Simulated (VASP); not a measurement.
# C in VASP: single point with PBE+D3(BJ)

Aim: the single point of C with PBE+D3(BJ).

Everything below comes from runs of VASP 6.6.1. Logs are shortened: lines on timing, memory, paths and dates and some standing lists are left out, and cuts for length are marked.

## Step 1: The cell of the first run

The cell holds a slab with vacuum, 4 atoms: a = 2.465 Å, b = 2.465 Å, c = 23.922 Å, α = 90.00°, β = 90.00°, γ = 120.00°.

## Step 2: Single point, PBE+D3(BJ) (atom 1 (C) moved -0.200 Å along Cartesian [1 1 0])

Input file INCAR:

```
SYSTEM = C
ALGO = Normal
EDIFF = 1E-6
ENCUT = 600
GGA = PE
GGA_COMPAT = .False.
ISIF = 2
ISMEAR = 0
IVDW = 12
LASPH = .True.
LCHARG = .True.
LELF = .True.
LREAL = .False.
LVHAR = .True.
LWAVE = .False.
NBANDS = 16
NELM = 120
PREC = Accurate
SIGMA = 0.15
```

Input file KPOINTS:

```
k-points
0
Gamma
  24 24 2
  0 0 0
```

Input file POSCAR:

```
C
1.0
    2.4652678561      0.0000000000      0.0000000000
   -1.2326339280      2.1349845905      0.0000000000
    0.0000000000      0.0000000000     23.9222939139
C
4
Direct
   -0.0904855080     -0.0662399892      0.5711557753
    0.0000000000      0.0000000000      0.4288442247
    0.3333333333      0.6666666667      0.4288237756
    0.6666666667      0.3333333333      0.5711762244
```

Potentials or basis: VASP PAW PBE potentials, release 64 (C).

Started as:

```sh
$ cat potpaw_PBE.64/C/POTCAR > POTCAR
$ mpirun -np 1 vasp_std > vasp.out
```

OUTCAR:

```text
SYSTEM = C
   EDIFF = 1E-6
   ENCUT = 600
   GGA = PE
   ISIF = 2
   ISMEAR = 0
   IVDW = 12
   LASPH = .True.
   LREAL = .False.
   NELM = 120
   PREC = Accurate
 IVDW          = 12

 ion  position               nearest neighbor table
   1  0.910  0.934  0.571-   4 1.29   4 1.39   4 1.62
   2  0.000  0.000  0.429-   3 1.42   3 1.42   3 1.42
   3  0.333  0.667  0.429-   2 1.42   2 1.42   2 1.42
   4  0.667  0.333  0.571-   1 1.29   1 1.39   1 1.62

  LATTYP: Found a hexagonal cell.
 ALAT       =     2.4652678561
 C/A-ratio  =     9.7037301057

  Lattice vectors:

 A1 = (   2.4652678561,   0.0000000000,   0.0000000000)
 A2 = (  -1.2326339280,   2.1349845905,   0.0000000000)
 A3 = (   0.0000000000,   0.0000000000,  23.9222939139)

Analysis of symmetry for initial positions (statically):
=====================================================================
 Subroutine PRICEL returns:
 Original cell was already a primitive cell.

 Routine SETGRP: Setting up the symmetry group for a
 hexagonal supercell.

 Subroutine GETGRP returns: Found  1 space group operations
 (whereof  1 operations were pure point group operations)
 out of a pool of 24 trial point group operations.

The static configuration has the point symmetry C_1 .

Analysis of symmetry for dynamics (positions and initial velocities):
=====================================================================
 Subroutine PRICEL returns:
 Original cell was already a primitive cell.

 Routine SETGRP: Setting up the symmetry group for a
 hexagonal supercell.

 Subroutine GETGRP returns: Found  1 space group operations
 (whereof  1 operations were pure point group operations)
 out of a pool of 24 trial point group operations.

The dynamic configuration has the point symmetry C_1 .

 Subroutine INISYM returns: Found  1 space group operations
 (whereof  1 operations are pure point group operations),
 and found     1 'primitive' translations

----------------------------------------------------------------------------------------

                                     Primitive cell

  volume of cell :     125.9104

  direct lattice vectors                    reciprocal lattice vectors
     2.465267856  0.000000000  0.000000000     0.405635435  0.234193728  0.000000000
    -1.232633928  2.134984590  0.000000000     0.000000000  0.468387456  0.000000000
     0.000000000  0.000000000 23.922293914     0.000000000  0.000000000  0.041802011

  length of vectors
     2.465267856  2.465267856 23.922293914     0.468387456  0.468387456  0.041802011

  position of ions in fractional coordinates (direct lattice)
     0.909514492  0.933760011  0.571155775
     0.000000000  0.000000000  0.428844225
     0.333333333  0.666666667  0.428823776
     0.666666667  0.333333333  0.571176224

  ion indices of the primitive-cell ions
   primitive index   ion index
                 1           1
                 2           2
                 3           3
                 4           4

----------------------------------------------------------------------------------------

 KPOINTS: k-points

Automatic generation of k-mesh.
 Grid dimensions read from file:
 generate k-points for:   24   24    2

 Generating k-lattice:

  Cartesian coordinates                     Fractional coordinates (reciprocal lattice)
     0.016901476  0.009758072  0.000000000     0.041666667  0.000000000  0.000000000
     0.000000000  0.019516144  0.000000000     0.000000000  0.041666667  0.000000000
     0.000000000  0.000000000  0.020901006     0.000000000  0.000000000  0.500000000

  Length of vectors
     0.019516144  0.019516144  0.020901006

  Shift w.r.t. Gamma in fractional coordinates (k-lattice)
     0.000000000  0.000000000  0.000000000

 Subroutine IBZKPT returns following result:
 ===========================================

 Found    580 irreducible k-points:

 Following reciprocal coordinates:
            Coordinates               Weight
  0.000000  0.000000  0.000000      1.000000
  0.041667 -0.000000  0.000000      2.000000
  0.000000  0.041667  0.000000      2.000000
 -0.041667  0.041667  0.000000      2.000000
  0.083333 -0.000000  0.000000      2.000000
  0.000000  0.083333  0.000000      2.000000
[... 16 lines left out ...]
  0.333333 -0.000000  0.000000      2.000000
  0.000000  0.333333  0.000000      2.000000
 [... further k-points ...]
   k-points           NKPTS =    580   k-points in BZ     NKDIM =    580   number of bands    NBANDS=     16
   number of dos      NEDOS =    301   number of ions     NIONS =      4
   total plane-waves  NPLWV =  76800
   dimension x,y,z NGX =    20 NGY =   20 NGZ =  192
   dimension x,y,z NGXF=    40 NGYF=   40 NGZF=  384
   ions per type =               4
   NGX,Y,Z   is equivalent  to a cutoff of  13.49, 13.49, 13.34 a.u.
   NGXF,Y,Z  is equivalent  to a cutoff of  26.97, 26.97, 26.69 a.u.
 SYSTEM =  C
   PREC   = accura    normal or accurate (medium, high low for compatibility)
   ISTART =      0    job   : 0-new  1-cont  2-samecut
   ICHARG =      2    charge: 1-file 2-atom 10-const
   ISPIN  =      1    spin polarized calculation?
   LNONCOLLINEAR =      F non collinear calculations
   LSORBIT =      F    spin-orbit coupling
   LASPH  =      T    aspherical Exc in radial PAW
   ENCUT  =  600.0 eV  44.10 Ry    6.64 a.u.   4.92  4.92 47.78*2*pi/ulx,y,z
   NELM   =    120;   NELMIN=  2; NELMDL= -5     # of ELM steps
   EDIFF  = 0.1E-05   stopping-criterion for ELM
   LREAL  =      F    real-space projection
   EDIFFG = 0.1E-04   stopping-criterion for IOM
   NSW    =      0    number of steps for IOM
   IBRION =     -1    ionic relax: 0-MD 1-quasi-New 2-CG
   NFREE  =      0    steps in history (QN), initial steepest desc. (CG)
   ISIF   =      2    stress and relaxation
   ISYM   =      2    0-nonsym 1-usesym 2-fastsym
   POTIM  = 0.5000    time-step for ionic-motion
   TEBEG  =    0.0;   TEEND  =   0.0 temperature during run
   PSTRESS=    0.0 pullay stress
   NELECT =      16.0000    total number of electrons
   NUPDOWN=      -1.0000    fix difference up-down
   EMIN   =  10.00;   EMAX   =-10.00  energy-range for DOS
   EFERMI =   0.00;   METHOD = LEGACY
   ISMEAR =     0;   SIGMA  =   0.15  broadening in eV -4-tet -1-fermi 0-gaus
   EFERMI_NEDOS =   21; number of points for ismear=-14 and -15
   IALGO  =     38    algorithm
   IMIX   =      4    mixing-type and parameters
     AMIX     =   0.40;   BMIX     =  1.00
     AMIX_MAG =   1.60;   BMIX_MAG =  1.00
  volume/ion in A,a.u.               =      31.48       212.42
  Fermi-wavevector in a.u.,A,eV,Ry     =   0.823053  1.555344  9.216799  0.677416
  Thomas-Fermi vector in A             =   1.934495
   LORBIT       =      0    0 simple, 1 ext, 2 COOP (PROOUT), +10 PAW based schemes
   GGA     = PE    functional components
   LHFCALC =     F    Hartree Fock is set to
   AEXX    =    0.0000 exact exchange contribution
   IVDW    =    12    specifies the selected vdW correction
   LEPSILON=     F    determine dielectric tensor
   LRPA    =     F    only Hartree local field effects (RPA)
 non-spin polarized calculation
 Gauss-broadening in eV      SIGMA  =   0.15
  energy-cutoff  :      600.00
  volume of cell :      125.91
 maximum number of plane-waves:      4281
   NGX =  9   NGY =  9   NGZ = 95

 number of electron      15.9999999 magnetization

 Free energy of the ion-electron system (eV)
  ---------------------------------------------------
  ext. energy  EPLUGINS =         0.00000000
  ---------------------------------------------------
  free energy    TOTEN  =       -35.94266254 eV

  energy without entropy =      -35.94037232  energy(sigma->0) =      -35.94151743

 E-fermi :  -1.7130     XC(G=0):  -3.2795

 val. band max:       -1.7482383208   @ k =   0.3333   0.3333   0.0000
 cond. band min:      -1.7086979468   @ k =   0.0000   0.0417   0.0000
 fundamental gap:      0.0395403739
 Fermi energy:        -1.7129745963

 k-point     1 :       0.0000    0.0000    0.0000
  band No.  band energies     occupation
      1     -21.3618      2.00000
      2     -21.2176      2.00000
      3      -9.8484      2.00000
      4      -8.9492      2.00000
      5      -7.5742      2.00000
      6      -4.7741      2.00000
[... 8 lines left out ...]
     15       5.1268      0.00000
     16       5.1844      0.00000

 k-point     2 :       0.0417   -0.0000    0.0000
  band No.  band energies     occupation
      1     -21.3204      2.00000
      2     -21.1766      2.00000
      3      -9.8007      2.00000
      4      -8.9029      2.00000
      5      -7.6214      2.00000
      6      -4.9435      2.00000
[... 8 lines left out ...]
     15       5.1796      0.00000
     16       5.2411      0.00000

 k-point     3 :       0.0000    0.0417    0.0000
  band No.  band energies     occupation
      1     -21.3217      2.00000
      2     -21.1772      2.00000
      3      -9.7979      2.00000
      4      -8.9003      2.00000
      5      -7.6754      2.00000
      6      -4.9433      2.00000
[... 8 lines left out ...]
     15       5.1797      0.00000
     16       5.2405      0.00000

 k-point     4 :      -0.0417    0.0417    0.0000
  band No.  band energies     occupation
      1     -21.3214      2.00000
      2     -21.1770      2.00000
      3      -9.7985      2.00000
      4      -8.9008      2.00000
      5      -7.6703      2.00000
      6      -4.9433      2.00000
[... 8 lines left out ...]
     15       5.1798      0.00000
     16       5.2406      0.00000
[... 324 lines left out ...]
 k-point    22 :      -0.2917    0.2917    0.0000
  band No.  band energies     occupation
      1     -19.4145      2.00000
      2     -19.2492      2.00000
      3     -11.2756      2.00000
      4     -10.2691      2.00000
      5      -7.4650      2.00000
      6      -7.1798      2.00000
[... 8 lines left out ...]
     15       6.0679      0.00000
     16       6.1531      0.00000

 k-point    23 :       0.3333   -0.0000    0.0000
  band No.  band energies     occupation
      1     -18.7824      2.00000
      2     -18.6469      2.00000
      3     -11.3710      2.00000
      4     -10.4808      2.00000
      5      -9.0632      2.00000
      6      -7.5188      2.00000
[... 8 lines left out ...]
     15       6.2310      0.00000
     16       6.9728      0.00000

 k-point    24 :       0.0000    0.3333    0.0000
  band No.  band energies     occupation
      1     -18.8583      2.00000
      2     -18.6590      2.00000
      3     -12.3342      2.00000
      4     -11.3691      2.00000
      5      -7.5191      2.00000
      6      -6.7170      2.00000
[... 8 lines left out ...]
     15       6.2280      0.00000
     16       6.9602      0.00000

 [... further k-points ...]

------------------------ aborting loop because EDIFF is reached ----------------------------------------

 Edisp (eV)   -0.47540

 E8    (eV) :    -0.1421

  FORCE on cell =-STRESS in cart. coord.  units (eV):
  Direction    XX          YY          ZZ          XY          YZ          ZX
  --------------------------------------------------------------------------------------
  -------------------------------------------------------------------------------------
  Total       0.68314     4.38563    -0.06408    -1.36302    -0.01270     0.01090
  in kB       8.69281    55.80598    -0.81542   -17.34410    -0.16160     0.13864
  external pressure =       21.23 kB  Pullay stress =        0.00 kB

 VOLUME and BASIS-vectors are now :
 -----------------------------------------------------------------------------
  energy-cutoff  :      600.00
  volume of cell :      125.91
      direct lattice vectors                 reciprocal lattice vectors
     2.465267856  0.000000000  0.000000000     0.405635435  0.234193728  0.000000000
    -1.232633928  2.134984590  0.000000000     0.000000000  0.468387456  0.000000000
     0.000000000  0.000000000 23.922293914     0.000000000  0.000000000  0.041802011

 POSITION                                       TOTAL-FORCE (eV/Angst)
 -----------------------------------------------------------------------------------
      1.09121      1.99356     13.66336         4.687709      7.335897      0.004776
      0.00000      0.00000     10.25894         0.002069      0.007499     -0.006125
     -0.00000      1.42332     10.25845        -0.005914     -0.004794      0.002641
      1.23263      0.71166     13.66385        -4.683863     -7.338602     -0.001292
 -----------------------------------------------------------------------------------
    total drift:                               -0.000044     -0.000069      0.000118

  FREE ENERGIE OF THE ION-ELECTRON SYSTEM (eV)
  ---------------------------------------------------
  free  energy   TOTEN  =       -36.4180654601 eV

  energy  without entropy=      -36.4157752330  energy(sigma->0) =      -36.41692035
```

It took 39 min on 1 thread of Oxide Virtual Turin-like, shared host; peak memory 1 GiB.

What came out:

- Free energy: -36.4181 eV
- Largest force: 8.706 eV/Å
- Band gap on the k mesh: zero (bands 8 and 9 overlap by 0.31 eV)
- Dispersion energy per atom: -0.119 eV

Forces on the atoms (eV/Å):
```
C    4.688  7.336  0.005
C    0.002  0.007 -0.006
C   -0.006 -0.005  0.003
C   -4.684 -7.339 -0.001
```

Levels at points of the mesh, in eV from the Fermi level:
| k point | band 4 | band 5 | band 6 | band 7 | band 8 | band 9 | band 10 | band 11 | band 12 | band 13 |
| --- | --- | --- | --- | --- | --- | --- | --- | --- | --- | --- |
| (0.00, 0.00, 0.00) | -7.24 | -5.86 | -3.06 | -3.06 | 0.23 | 3.39 | 3.75 | 4.29 | 4.52 | 5.04 |
| (0.50, 0.00, 0.00) | -11.90 | -7.91 | -6.44 | -3.65 | -2.39 | 1.66 | 3.87 | 6.77 | 7.37 | 11.10 |
| (0.00, 0.50, 0.00) | -13.26 | -6.44 | -5.32 | -2.45 | -1.42 | 0.11 | 1.70 | 6.76 | 7.36 | 11.04 |
| (0.50, 0.50, 0.00) | -13.26 | -6.44 | -5.44 | -2.53 | -2.16 | 1.17 | 1.74 | 5.75 | 7.36 | 11.13 |
| (0.00, 0.00, 0.50) | -7.24 | -5.86 | -3.06 | -3.06 | 0.23 | 3.40 | 3.73 | 4.35 | 4.52 | 4.85 |
| (0.50, 0.00, 0.50) | -11.90 | -7.91 | -6.44 | -3.65 | -2.39 | 1.66 | 3.87 | 6.77 | 7.37 | 11.10 |
| (0.00, 0.50, 0.50) | -13.26 | -6.44 | -5.32 | -2.45 | -1.42 | 0.11 | 1.70 | 6.76 | 7.36 | 11.04 |
| (0.50, 0.50, 0.50) | -13.26 | -6.44 | -5.44 | -2.53 | -2.16 | 1.17 | 1.74 | 5.75 | 7.36 | 11.13 |

Caveat: the cell differs from its parent crystal (atom 1 (C) moved -0.200 Å along Cartesian [1 1 0]); there is no dipole correction, which matters where the two faces differ.

The gap in the log of VASP goes by the Fermi energy; the results here count the filled bands.